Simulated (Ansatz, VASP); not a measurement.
**One calculation of Se, two programs**

File INCAR:

```
ALGO     = Normal         # electronic algorithm
EDIFF    = 1E-8           # SCF threshold, eV
ENCUT    = 520            # plane-wave cutoff, eV
GGA      = PE             # functional
ISIF     = 2              # what is computed and relaxed
ISMEAR   = -1             # smearing method
LASPH    = T              # aspherical terms in the spheres
LCHARG   = F              # write CHGCAR
LEFG     = T            
LREAL    = F              # projectors in reciprocal space
LWAVE    = F              # write WAVECAR
NBANDS   = 27             # bands
NELM     = 100            # most SCF steps
PREC     = Accurate       # precision mode
SIGMA    = 0.01           # smearing width, eV
```

KPOINTS

```
k-points
0
Gamma
  6 6 6
```

Contents of POSCAR:

```
Se
1.0
    5.6619997204      3.2689570627      1.4713924046
   -5.6619997204      3.2689570627      1.4713924046
    0.0000000000     -6.5379141255      1.4713924046
Se
6
Direct
    0.2806600000      0.1625100000      0.9181800000
    0.9181800000      0.2806600000      0.1625100000
    0.1625100000      0.9181800000      0.2806600000
    0.7193400000      0.8374900000      0.0818200000
    0.0818200000      0.7193400000      0.8374900000
    0.8374900000      0.0818200000      0.7193400000
```

Input for Ansatz:

```yaml
crystal:
  lattice:
    - [5.6619997204, 3.2689570627, 1.4713924046]
    - [-5.6619997204, 3.2689570627, 1.4713924046]
    - [0.0, -6.5379141255, 1.4713924046]
  atoms:
    - { symbol: Se, position: [0.28066, 0.16251, 0.91818] }
    - { symbol: Se, position: [0.91818, 0.28066, 0.16251] }
    - { symbol: Se, position: [0.16251, 0.91818, 0.28066] }
    - { symbol: Se, position: [0.71934, 0.83749, 0.08182] }
    - { symbol: Se, position: [0.08182, 0.71934, 0.83749] }
    - { symbol: Se, position: [0.83749, 0.08182, 0.71934] }
kpoints:
  mp_grid: { grid: [6, 6, 6] }
scf:
  occupations: { method: fermi_dirac, width: 0.01 }
hamiltonian:
  xc: pbe
  pseudopotentials: { kind: all_electron, datasets: crystal }
output:
  forces: true
  stress: true
  eigenvalues: true
  efg: { contact_densities: true }
```

Change from the starting cell: volume scaled by 0.99, crystal datasets.

Alike in both runs: task electric field gradients; functional PBE; k mesh 6 × 6 × 6; occupations fermi-dirac, width 0.01 eV; no spin polarisation.

```csv
,VASP,Ansatz
version,VASP 6.6.1,Ansatz 0.2.0
potentials or method,"VASP PAW PBE potentials, release 64 (Se), cutoff 520 eV","all-electron PAW with datasets made for the crystal, scalar-relativistic"
```

VASP gave:

* gap on the k mesh at the Fermi level (eV): 1.21
* pressure (GPa): 3.4
* traceless stress, the component that is largest in VASP (GPa): -0.52
* rms of the force components (eV/Å): 0.360
* size of Vzz on the site where it differs most (V/Å²): 552.6

What did Ansatz give for the same quantities?

gap on the k mesh at the Fermi level (eV): 1.22; pressure (GPa): 3.3; traceless stress, the component that is largest in VASP (GPa): -0.47; rms of the force components (eV/Å): 0.335; size of Vzz on the site where it differs most (V/Å²): 575.6.

Atom by atom the forces differ by 0.026 eV/Å (rms over components). Ansatz ran all-electron here, and VASP with PAW potentials.
